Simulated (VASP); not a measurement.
Set up this calculation in VASP 6.6.1, as the native input.

```yaml
Task: single point
Functional: r2SCAN
Potentials_or_basis: VASP PAW PBE potentials, release 64 (K_sv)
Cutoff: 520 eV
k_mesh: 6 × 6 × 6
Occupations: fermi-dirac, width 0.05 eV
Spin: no spin polarisation
Dipole_correction: no
Further_INCAR_settings: ALGO = Normal; EDIFF = 1e-07; NBANDS = 10
```

K:

```
K
1.0
    -2.67530    2.67530    2.67530
     2.67530   -2.67530    2.67530
     2.67530    2.67530   -2.67530
K
1
Direct
  0.00000 0.00000 0.00000
```

One way to write it, as run:

POSCAR

```
K
1.0
   -2.6753011566      2.6753011566      2.6753011566
    2.6753011566     -2.6753011566      2.6753011566
    2.6753011566      2.6753011566     -2.6753011566
K
1
Direct
    0.0000000000      0.0000000000      0.0000000000
```

INCAR.step1

```
PREC = Accurate
ENCUT = 520
ISMEAR = -1
SIGMA = 0.05
LREAL = F
LASPH = T
NELM = 100
NBANDS = 10
GGA = PE
ALGO = Normal
EDIFF = 1E-4
LWAVE = T
LCHARG = F
```

INCAR.step2

```
PREC = Accurate
ENCUT = 520
EDIFF = 1E-7
ISMEAR = -1
SIGMA = 0.05
LREAL = F
LASPH = T
NELM = 100
ALGO = Normal
ISIF = 2
LWAVE = F
LCHARG = F
METAGGA = R2SCAN
LMIXTAU = T
NBANDS = 10
ISTART = 1
```

KPOINTS

```
regular mesh
0
Gamma
  6 6 6
```

Potentials or basis: VASP PAW PBE potentials, release 64 (K_sv).

Launch:

```console
$ cat potpaw_PBE.64/K_sv/POTCAR > POTCAR
$ cp INCAR.step1 INCAR
$ mpirun -np 1 vasp_std > vasp.out
$ cp INCAR.step2 INCAR
$ mpirun -np 1 vasp_std > vasp.out
```

It gave:

```json
{
  "Pressure": "0.0 GPa",
  "Band gap on the k mesh": "zero (an odd number of electrons rules out a gap without spin polarisation)"
}
```

Caveat: the PAW data sets were made with another functional, which shifts forces and pressure a little.

Wall time 110 s on 1 thread of Oxide Virtual Turin-like Processor, with other jobs on the host, peak memory 0.17 GiB.
